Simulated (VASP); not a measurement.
Os, 4 atoms in the cell. The structure is orthorhombic, space group Cmce (No. 64). Conventional cell: a = 2.728 Å, b = 9.473 Å, c = 4.627 Å, α = 90.00°, β = 90.00°, γ = 90.00°. Os (site symmetry m) has 11 Os at 2.39 to 3.30 Å within 3.3 Å. 

| Property | Result |
| --- | --- |
| Program | VASP 6.6.1 |
| Task | single point |
| Functional | PBEsol |
| Potentials or basis | VASP PAW PBE potentials, release 64 (Os_sv_GW) |
| Cutoff | 500 eV |
| k mesh | 6 × 6 × 4 |
| Occupations | gaussian, width 0.1 eV |
| Spin | no spin polarisation |
| Dipole correction | no |
| Further INCAR settings | ALGO = Normal; EDIFF = 1e-06; NBANDS = 40 |

Potentials or basis: VASP PAW PBE potentials, release 64 (Os_sv_GW).

Launch:

```bash
$ cat potpaw_PBE.64/Os_sv_GW/POTCAR > POTCAR
$ mpirun -np 1 vasp_std > vasp.out
```

Hardware: 1 thread of AMD EPYC 7R43 64-Core Processor (Zen 3), on a shared host.

**Question.** How long does it take, and how much memory?

**Answer.** It took 2.1 min on 1 thread of AMD EPYC 7R43 64-Core Processor (Zen 3), on a shared host, peak memory 0.21 GiB. Counts: scf iterations 12, k points 39.
